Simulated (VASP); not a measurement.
# MgS (P6_3mc) in VASP: further runs

Runs on MgS. Level: LDA. Tasks: single point.

Everything below comes from runs of VASP 6.6.1. Logs are shortened: lines on timing, memory, paths and dates and some standing lists are left out, and cuts for length are marked.

## 1. The cell of the first run

Symmetry: P6_3mc, No. 186, hexagonal system. Conventional cell: a = 3.980 Å, b = 3.980 Å, c = 6.345 Å, α = 90.00°, β = 90.00°, γ = 120.00°. S (site symmetry 3m) has 4 Mg at 2.41 to 2.43 Å within 3.2 Å. Mg (site symmetry 3m) has 4 S at 2.41 to 2.43 Å within 3.2 Å.

## 2. Single point, LDA

INCAR

```
SYSTEM = MgS
  PREC = Accurate
  ENCUT = 520
  EDIFF = 1E-6
  ISMEAR = -1
  SIGMA = 0.05
  LREAL = .False.
  LASPH = .True.
  NELM = 80
  ALGO = Normal
  ISIF = 2
  LWAVE = .False.
  LCHARG = .False.
  NBANDS = 16
```

KPOINTS

```
regular mesh
0
Gamma
  8 8 4
  0 0 0
```

POSCAR

```
MgS
1.0
    3.9800937980      0.0000000000      0.0000000000
   -1.9900468990      3.4468623386      0.0000000000
    0.0000000000      0.0000000000      6.3453606289
S Mg
2 2
Direct
    0.6666666667      0.3333333333      0.8792441500
    0.3333333333      0.6666666667      0.3792441500
    0.3333333333      0.6666666667      0.9957548500
    0.6666666667      0.3333333333      0.4957548500
```

Potentials or basis: VASP PAW LDA potentials, release 64 (S, Mg).

Command:

```bash
> cat potpaw_LDA.64/S/POTCAR potpaw_LDA.64/Mg/POTCAR > POTCAR
> mpirun -np 1 vasp_std > vasp.out
```

OUTCAR:

```text
SYSTEM = MgS
   PREC = Accurate
   ENCUT = 520
   EDIFF = 1E-6
   ISMEAR = -1
   LREAL = .False.
   LASPH = .True.
   NELM = 80
   ISIF = 2

 ion  position               nearest neighbor table
   1  0.667  0.333  0.879-   3 2.41   3 2.41   3 2.41   4 2.43
   2  0.333  0.667  0.379-   4 2.41   4 2.41   4 2.41   3 2.43
   3  0.333  0.667  0.996-   1 2.41   1 2.41   1 2.41   2 2.43
   4  0.667  0.333  0.496-   2 2.41   2 2.41   2 2.41   1 2.43

  LATTYP: Found a hexagonal cell.
 ALAT       =     3.9800937980
 C/A-ratio  =     1.5942741430

  Lattice vectors:

 A1 = (   3.9800937980,   0.0000000000,   0.0000000000)
 A2 = (  -1.9900468990,   3.4468623386,   0.0000000000)
 A3 = (   0.0000000000,   0.0000000000,   6.3453606289)

Analysis of symmetry for initial positions (statically):
=====================================================================
 Subroutine PRICEL returns:
 Original cell was already a primitive cell.

 Routine SETGRP: Setting up the symmetry group for a
 hexagonal supercell.

 Subroutine GETGRP returns: Found 12 space group operations
 (whereof  6 operations were pure point group operations)
 out of a pool of 24 trial point group operations.

The static configuration has the point symmetry C_3v.
 The point group associated with its full space group is C_6v.

Analysis of symmetry for dynamics (positions and initial velocities):
=====================================================================
 Subroutine PRICEL returns:
 Original cell was already a primitive cell.

 Routine SETGRP: Setting up the symmetry group for a
 hexagonal supercell.

 Subroutine GETGRP returns: Found 12 space group operations
 (whereof  6 operations were pure point group operations)
 out of a pool of 24 trial point group operations.

The dynamic configuration has the point symmetry C_3v.
 The point group associated with its full space group is C_6v.

 Subroutine INISYM returns: Found 12 space group operations
 (whereof  6 operations are pure point group operations),
 and found     1 'primitive' translations

----------------------------------------------------------------------------------------

                                     Primitive cell

  volume of cell :      87.0510

  direct lattice vectors                    reciprocal lattice vectors
     3.980093798  0.000000000  0.000000000     0.251250360  0.145059463  0.000000000
    -1.990046899  3.446862339  0.000000000     0.000000000  0.290118926  0.000000000
     0.000000000  0.000000000  6.345360629     0.000000000  0.000000000  0.157595456

  length of vectors
     3.980093798  3.980093798  6.345360629     0.290118926  0.290118926  0.157595456

  position of ions in fractional coordinates (direct lattice)
     0.666666667  0.333333333  0.879244150
     0.333333333  0.666666667  0.379244150
     0.333333333  0.666666667  0.995754850
     0.666666667  0.333333333  0.495754850

  ion indices of the primitive-cell ions
   primitive index   ion index
                 1           1
                 2           2
                 3           3
                 4           4

----------------------------------------------------------------------------------------

 KPOINTS: regular mesh

Automatic generation of k-mesh.
 Grid dimensions read from file:
 generate k-points for:    8    8    4

 Generating k-lattice:

  Cartesian coordinates                     Fractional coordinates (reciprocal lattice)
     0.031406295  0.018132433  0.000000000     0.125000000  0.000000000  0.000000000
     0.000000000  0.036264866  0.000000000     0.000000000  0.125000000  0.000000000
     0.000000000  0.000000000  0.039398864     0.000000000  0.000000000  0.250000000

  Length of vectors
     0.036264866  0.036264866  0.039398864

  Shift w.r.t. Gamma in fractional coordinates (k-lattice)
     0.000000000  0.000000000  0.000000000

 Subroutine IBZKPT returns following result:
 ===========================================

 Found     30 irreducible k-points:

 Following reciprocal coordinates:
            Coordinates               Weight
  0.000000  0.000000  0.000000      1.000000
  0.125000  0.000000  0.000000      6.000000
  0.250000  0.000000  0.000000      6.000000
  0.375000  0.000000  0.000000      6.000000
  0.500000  0.000000  0.000000      3.000000
  0.125000  0.125000  0.000000      6.000000
[... 16 lines left out ...]
  0.250000  0.000000  0.500000      6.000000
  0.375000  0.000000  0.500000      6.000000
 [... further k-points ...]
   k-points           NKPTS =     30   k-points in BZ     NKDIM =     30   number of bands    NBANDS=     16
   number of dos      NEDOS =    301   number of ions     NIONS =      4
   total plane-waves  NPLWV =  43200
   dimension x,y,z NGX =    30 NGY =   30 NGZ =   48
   dimension x,y,z NGXF=    60 NGYF=   60 NGZF=   96
   ions per type =               2   2
   NGX,Y,Z   is equivalent  to a cutoff of  12.53, 12.53, 12.58 a.u.
[... 120 lines left out ...]
      5      -0.7261      2.00000
      6      -0.0364      2.00000
[... 8 lines left out ...]
     15      10.3122      0.00000
     16      12.3246      0.00000

 k-point     6 :       0.1250    0.1250    0.0000
  band No.  band energies     occupation
      1      -9.9896      2.00000
      2      -9.2995      2.00000
      3      -1.7798      2.00000
      4      -0.3839      2.00000
      5      -0.2605      2.00000
      6       0.4279      2.00000
[... 8 lines left out ...]
     15       9.9209      0.00000
     16      10.1286      0.00000

 k-point     7 :       0.2500    0.1250    0.0000
  band No.  band energies     occupation
      1      -9.7318      2.00000
      2      -9.2184      2.00000
      3      -1.3912      2.00000
      4      -1.1480      2.00000
      5      -0.8416      2.00000
      6      -0.0049      2.00000
[... 8 lines left out ...]
     15      10.1087      0.00000
     16      10.9552      0.00000

 k-point     8 :       0.3750    0.1250    0.0000
  band No.  band energies     occupation
      1      -9.4907      2.00000
      2      -9.2028      2.00000
      3      -1.7621      2.00000
      4      -1.2093      2.00000
      5      -0.7574      2.00000
      6      -0.3067      2.00000
[... 8 lines left out ...]
     15      10.2582      0.00000
     16      11.9025      0.00000

 k-point     9 :       0.2500    0.2500    0.0000
  band No.  band energies     occupation
      1      -9.4990      2.00000
      2      -9.1964      2.00000
      3      -1.4106      2.00000
      4      -1.2816      2.00000
      5      -0.7607      2.00000
      6      -0.5299      2.00000
[... 8 lines left out ...]
     15       9.8646      0.00000
     16      11.5043      0.00000
[... 172 lines left out ...]
 k-point    19 :       0.2500    0.2500    0.2500
  band No.  band energies     occupation
      1      -9.4538      2.00000
      2      -9.2395      2.00000
      3      -1.6219      2.00000
      4      -1.5178      2.00000
      5      -0.6410      2.00000
      6      -0.1890      2.00000
[... 8 lines left out ...]
     15       9.8019      0.00000
     16      11.2503      0.00000

 k-point    20 :       0.3750    0.2500    0.2500
  band No.  band energies     occupation
      1      -9.3313      2.00000
      2      -9.2469      2.00000
      3      -1.6849      2.00000
      4      -1.4688      2.00000
      5      -1.0136      2.00000
      6      -0.2703      2.00000
[... 8 lines left out ...]
     15      10.5322      0.00000
     16      11.7333      0.00000

 k-point    21 :       0.0000    0.0000    0.5000
  band No.  band energies     occupation
      1      -9.8575      2.00000
      2      -9.8575      2.00000
      3      -0.7514      2.00000
      4      -0.7514      2.00000
      5       0.8985      2.00000
      6       0.8985      2.00000
[... 8 lines left out ...]
     15       8.8558      0.00000
     16       8.8558      0.00000

 k-point    22 :       0.1250    0.0000    0.5000
  band No.  band energies     occupation
      1      -9.7897      2.00000
      2      -9.7897      2.00000
      3      -0.8209      2.00000
      4      -0.8209      2.00000
      5       0.6006      2.00000
      6       0.6006      2.00000
[... 8 lines left out ...]
     15       9.2729      0.00000
     16       9.2729      0.00000

 k-point    23 :       0.2500    0.0000    0.5000
  band No.  band energies     occupation
      1      -9.6163      2.00000
      2      -9.6163      2.00000
      3      -1.2172      2.00000
      4      -1.2172      2.00000
      5       0.3166      2.00000
      6       0.3166      2.00000
[... 8 lines left out ...]
     15       9.9618      0.00000
     16       9.9618      0.00000

 k-point    24 :       0.3750    0.0000    0.5000
  band No.  band energies     occupation
      1      -9.4265      2.00000
      2      -9.4265      2.00000
      3      -1.7865      2.00000
      4      -1.7865      2.00000
      5       0.3689      2.00000
      6       0.3689      2.00000
[... 8 lines left out ...]
     15      10.4307      0.00000
     16      10.4307      0.00000

 [... further k-points ...]
[... 5 lines left out ...]
  --------------------------------------------------------------------------------------
  -------------------------------------------------------------------------------------
  Total        0.0384174      0.0384174     -0.1524167      0.0000000      0.0000000      0.0000000
  in kB        0.7070734      0.7070734     -2.8052364      0.0000000      0.0000000      0.0000000
  external PRESSURE =      -0.4636965 kB  Pullay stress =       0.0000000 kB

 VOLUME and BASIS-vectors are now :
 -----------------------------------------------------------------------------
  energy-cutoff  :      520.00
  volume of cell :       87.05
      direct lattice vectors                 reciprocal lattice vectors
     3.980093798  0.000000000  0.000000000     0.251250360  0.145059463  0.000000000
    -1.990046899  3.446862339  0.000000000     0.000000000  0.290118926  0.000000000
     0.000000000  0.000000000  6.345360629     0.000000000  0.000000000  0.157595456

 POSITION                                       TOTAL-FORCE (eV/Angst)
 -----------------------------------------------------------------------------------
      1.99005      1.14895      5.57912        -0.000000      0.000000     -0.049711
     -0.00000      2.29791      2.40644         0.000000      0.000000     -0.049711
     -0.00000      2.29791      6.31842        -0.000000     -0.000000      0.049711
      1.99005      1.14895      3.14574        -0.000000      0.000000      0.049711
 -----------------------------------------------------------------------------------
    total drift:                                0.000000     -0.000000      0.000261

  FREE ENERGIE OF THE ION-ELECTRON SYSTEM (eV)
  ---------------------------------------------------
  free  energy   TOTEN  =       -18.8228576358 eV

  energy  without entropy=      -18.8228576357  energy(sigma->0) =      -18.82285764
```

Wall time 56 s (1 thread of Intel Xeon 8259CL, shared host); peak memory 0.19 GiB.

Results:

```
Free energy            : -18.8229 eV
Pressure               : 0.0 GPa
Largest force          : 0.050 eV/Å
Band gap on the k mesh : 3.36 eV, direct
```

Forces on the atoms (eV/Å):
```
S    0.000  0.000 -0.050
S    0.000  0.000 -0.050
Mg   0.000  0.000  0.050
Mg   0.000  0.000  0.050
```

## 3. Single point, LDA

This run uses another cell than the first one, of 22.22 Å³/atom, 1.021 times its volume.

INCAR

```
SYSTEM = MgS
  PREC = Accurate
  ENCUT = 520
  EDIFF = 1E-6
  ISMEAR = -1
  SIGMA = 0.05
  LREAL = .FALSE.
  LASPH = .TRUE.
  NELM = 60
  ALGO = Normal
  ISIF = 2
  LWAVE = .FALSE.
  LCHARG = .TRUE.
  LELF = .TRUE.
  LVHAR = .TRUE.
  NBANDS = 16
```

KPOINTS

```
regular mesh
0
G
  8 8 4
  0 0 0
```

POSCAR

```
MgS
1.0
    4.0075435882      0.0000000000      0.0000000000
   -2.0037717941      3.4706345542      0.0000000000
    0.0000000000      0.0000000000      6.3891231196
S Mg
2 2
Direct
    0.6666666667      0.3333333333      0.8792441500
    0.3333333333      0.6666666667      0.3792441500
    0.3333333333      0.6666666667      0.9957548500
    0.6666666667      0.3333333333      0.4957548500
```

Potentials or basis: VASP PAW LDA potentials, release 64 (S, Mg).

Command:

```bash
> cat potpaw_LDA.64/S/POTCAR potpaw_LDA.64/Mg/POTCAR > POTCAR
> mpirun -np 1 vasp_std > vasp.out
```

Run time: 59 s. Hardware: 1 thread of Intel Xeon 8259CL, shared host; peak memory 0.18 GiB.

Results (log left out):

| Property | Result |
| --- | --- |
| Free energy | -18.8156 eV |
| Pressure | -1.3 GPa |
| Largest force | 0.052 eV/Å |
| Band gap on the k mesh | 3.26 eV, direct |

Forces in eV/Å, atoms in the order of the input:
```
S    0.000  0.000 -0.052
S    0.000  0.000 -0.052
Mg   0.000  0.000  0.052
Mg   0.000  0.000  0.052
```

Stress tensor (GPa, compression positive):
```
-1.20  0.00  0.00
 0.00 -1.20  0.00
 0.00  0.00 -1.46
```

Levels at points of the mesh, in eV from the valence-band top:
| k point | band 4 | band 5 | band 6 | band 7 | band 8 | band 9 | band 10 | band 11 | band 12 | band 13 |
| --- | --- | --- | --- | --- | --- | --- | --- | --- | --- | --- |
| (0.00, 0.00, 0.00) | -0.60 | -0.60 | -0.17 | -0.17 | 0.00 | 3.26 | 4.49 | 7.32 | 7.32 | 8.09 |
| (0.50, 0.00, 0.00) | -2.56 | -1.98 | -1.31 | -0.99 | -0.49 | 4.49 | 5.00 | 5.64 | 7.34 | 8.17 |
| (0.00, 0.00, 0.50) | -2.01 | -0.39 | -0.39 | -0.39 | -0.39 | 4.75 | 4.75 | 7.47 | 7.47 | 7.47 |
| (0.50, 0.00, 0.50) | -3.26 | -0.94 | -0.94 | -0.85 | -0.85 | 4.42 | 4.42 | 6.12 | 6.12 | 9.11 |

## 4. Single point, LDA

This run uses another cell than the first one, of 22.67 Å³/atom, 1.042 times its volume.

Edit INCAR of step 3 so:

```diff
@@ -12,5 +12,3 @@
   LWAVE = .FALSE.
-  LCHARG = .TRUE.
-  LELF = .TRUE.
-  LVHAR = .TRUE.
+  LCHARG = .FALSE.
   NBANDS = 16
```

KPOINTS is that of step 3.

POSCAR

```
MgS
1.0
    4.0346224068      0.0000000000      0.0000000000
   -2.0173112034      3.4940854990      0.0000000000
    0.0000000000      0.0000000000      6.4322941800
S Mg
2 2
Direct
    0.6666666667      0.3333333333      0.8792441500
    0.3333333333      0.6666666667      0.3792441500
    0.3333333333      0.6666666667      0.9957548500
    0.6666666667      0.3333333333      0.4957548500
```

Command:

```bash
> cat potpaw_LDA.64/S/POTCAR potpaw_LDA.64/Mg/POTCAR > POTCAR
> mpirun -np 1 vasp_std > vasp.out
```

Wall time 54 s (1 thread of Intel Xeon 8259CL, shared host); peak memory 0.18 GiB.

It converged, with:

```
Free energy            : -18.7951 eV
Pressure               : -2.4 GPa
Largest force          : 0.054 eV/Å
Band gap on the k mesh : 3.16 eV, direct
```

Forces in eV/Å, atoms in the order of the input:
```
S    0.000  0.000 -0.054
S    0.000  0.000 -0.054
Mg   0.000  0.000  0.054
Mg   0.000  0.000  0.054
```

Stress tensor (GPa, compression positive):
```
-2.34  0.00  0.00
 0.00 -2.34  0.00
 0.00  0.00 -2.52
```

Levels at points of the mesh, in eV from the valence-band top:
| k point | band 4 | band 5 | band 6 | band 7 | band 8 | band 9 | band 10 | band 11 | band 12 | band 13 |
| --- | --- | --- | --- | --- | --- | --- | --- | --- | --- | --- |
| (0.00, 0.00, 0.00) | -0.59 | -0.59 | -0.16 | -0.16 | 0.00 | 3.16 | 4.43 | 7.28 | 7.28 | 8.04 |
| (0.50, 0.00, 0.00) | -2.51 | -1.93 | -1.28 | -0.97 | -0.48 | 4.48 | 4.99 | 5.57 | 7.32 | 8.07 |
| (0.00, 0.00, 0.50) | -1.97 | -0.38 | -0.38 | -0.38 | -0.38 | 4.66 | 4.66 | 7.39 | 7.39 | 7.44 |
| (0.50, 0.00, 0.50) | -3.20 | -0.92 | -0.92 | -0.83 | -0.83 | 4.40 | 4.40 | 6.08 | 6.08 | 9.05 |

## 5. Single point, LDA

This run uses another cell than the first one, of 23.12 Å³/atom, 1.062 times its volume.

INCAR

```
SYSTEM = MgS
ALGO     = Normal         ! electronic algorithm
EDIFF    = 1E-7           ! SCF threshold, eV
ENCUT    = 520            ! plane-wave cutoff, eV
ISIF     = 2              ! what is computed and relaxed
ISMEAR   = -1             ! smearing method
LASPH    = .TRUE.         ! aspherical terms in the spheres
LCHARG   = .TRUE.         ! write CHGCAR
LELF     = .TRUE.         ! ELF
LREAL    = .FALSE.        ! projectors in reciprocal space
LVHAR    = .TRUE.       
LWAVE    = .FALSE.        ! write WAVECAR
NBANDS   = 16             ! bands
NELM     = 100            ! most SCF steps
PREC     = Accurate       ! precision mode
SIGMA    = 0.05           ! smearing width, eV
```

KPOINTS

```
k-points
0
G
  8 8 4
  0 0 0
```

POSCAR

```
MgS
1.0
    4.0613425392      0.0000000000      0.0000000000
   -2.0306712696      3.5172258124      0.0000000000
    0.0000000000      0.0000000000      6.4748933962
S Mg
2 2
Direct
    0.6666666667      0.3333333333      0.8792441500
    0.3333333333      0.6666666667      0.3792441500
    0.3333333333      0.6666666667      0.9957548500
    0.6666666667      0.3333333333      0.4957548500
```

Command:

```bash
> cat potpaw_LDA.64/S/POTCAR potpaw_LDA.64/Mg/POTCAR > POTCAR
> mpirun -np 1 vasp_std > vasp.out
```

Wall time 59 s (1 thread of Intel Xeon 8259CL, shared host); peak memory 0.19 GiB.

It converged, with:

* Free energy: -18.7627 eV
* Pressure: -3.4 GPa
* Largest force: 0.055 eV/Å
* Band gap on the k mesh: 3.06 eV, direct

Forces on the atoms (eV/Å):
```
S    0.000  0.000 -0.055
S    0.000  0.000 -0.055
Mg   0.000  0.000  0.055
Mg   0.000  0.000  0.055
```

Stress tensor (GPa, compression positive):
```
-3.35  0.00  0.00
 0.00 -3.35  0.00
 0.00  0.00 -3.46
```

Levels at points of the mesh, in eV from the valence-band top:
| k point | band 5 | band 6 | band 7 | band 8 | band 9 | band 10 | band 11 | band 12 |
| --- | --- | --- | --- | --- | --- | --- | --- | --- |
| (0.00, 0.00, 0.00) | -0.58 | -0.16 | -0.16 | 0.00 | 3.06 | 4.36 | 7.24 | 7.24 |
| (0.50, 0.00, 0.00) | -1.89 | -1.25 | -0.94 | -0.48 | 4.48 | 4.97 | 5.51 | 7.29 |
| (0.00, 0.00, 0.50) | -0.38 | -0.38 | -0.38 | -0.38 | 4.57 | 4.57 | 7.31 | 7.31 |
| (0.50, 0.00, 0.50) | -0.90 | -0.90 | -0.81 | -0.81 | 4.38 | 4.38 | 6.05 | 6.05 |

## 6. Overview

```csv
cell,gap on the mesh (eV),pressure (GPa),largest force (eV/Å)
"a = 3.980, b = 3.980, c = 6.345 Å, angles 90.0, 90.0, 120.0°, 4 atoms",3.36,0.0,0.05
"a = 4.008, b = 4.008, c = 6.389 Å, angles 90.0, 90.0, 120.0°, 4 atoms",3.26,-1.3,0.05
"a = 4.035, b = 4.035, c = 6.432 Å, angles 90.0, 90.0, 120.0°, 4 atoms",3.16,-2.4,0.05
"a = 4.061, b = 4.061, c = 6.475 Å, angles 90.0, 90.0, 120.0°, 4 atoms",3.06,-3.4,0.06
```

Alike in all rows: task single point; level LDA; potentials or basis VASP PAW LDA potentials, release 64 (S, Mg); no spin polarisation; k mesh 8 × 8 × 4; cutoff (eV) 520; smearing fermi-dirac 0.05 eV.

Total energies depend on the potentials used, so only differences within one code and one set of settings carry meaning.
